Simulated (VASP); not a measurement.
Set up this calculation in VASP 6.6.1, as the native input.

| Item | Value |
| --- | --- |
| Task | single point |
| Functional | LDA |
| Potentials or basis | VASP PAW LDA potentials, release 64 (Ba_sv, Sc_sv, O_h, F_h) |
| Cutoff | 910 eV |
| k mesh | 6 × 6 × 6 |
| Occupations | gaussian, width 0.05 eV |
| Spin | no spin polarisation |
| Dipole correction | no |
| Further INCAR settings | ALGO = Normal; EDIFF = 1e-06; NBANDS = 28 |

The structure of BaScO2F lies in POSCAR:

```
BaScO2F
1.0
    4.2069470000      0.0000000000      0.0000000000
    0.0000000000      4.2069470000      0.0000000000
    0.0000000000      0.0000000000      4.0429564800
Ba Sc O F
1 1 2 1
Direct
    0.5000000000      0.5000000000      0.5000000000
    0.0000000000      0.0000000000      0.0000000000
    0.5000000000      0.0000000000      0.0000000000
    0.0000000000      0.5000000000      0.0000000000
    0.0000000000      0.0000000000      0.5000000000
```

This cell differs from its parent crystal: strain -0.0400 x Voigt [0, 0, 1, 0, 0, 0].

These files were run (other wordings do the same):

INCAR

```
  PREC = Accurate
  ENCUT = 910
  EDIFF = 1E-6
  ISMEAR = 0
  SIGMA = 0.05
  LREAL = False
  LASPH = True
  NELM = 120
  ALGO = Normal
  ISIF = 2
  LWAVE = False
  LCHARG = False
  GGA = CA
  NBANDS = 28
  GGA_COMPAT = False
```

KPOINTS

```
regular mesh
0
Gamma
  6 6 6
```

Potentials or basis: VASP PAW LDA potentials, release 64 (Ba_sv, Sc_sv, O_h, F_h).

Launch:

```bash
$ cat potpaw_LDA.64/Ba_sv/POTCAR potpaw_LDA.64/Sc_sv/POTCAR potpaw_LDA.64/O_h/POTCAR potpaw_LDA.64/F_h/POTCAR > POTCAR
$ mpirun -np 1 vasp_std > vasp.out
```

It gave:

- Pressure: -4.3 GPa
- Band gap on the k mesh: 3.06 eV (least direct gap 3.37 eV)

Caveat: the cell differs from its parent crystal (strain -0.0400 x Voigt [0, 0, 1, 0, 0, 0]); the cutoff is under 1.25 times the usual one of these potentials, so pressure, stress and relaxed cells hold a basis-set (Pulay) error; the cell stands under tension; spin-orbit coupling is left out, which moves the levels of the heavy elements.

Run time: 2.9 min on 1 thread of Intel(R) Xeon(R) Platinum 8259CL CPU @ 2.50GHz (Skylake/Cascade Lake), with other jobs on the host, peak memory 0.35 GiB.
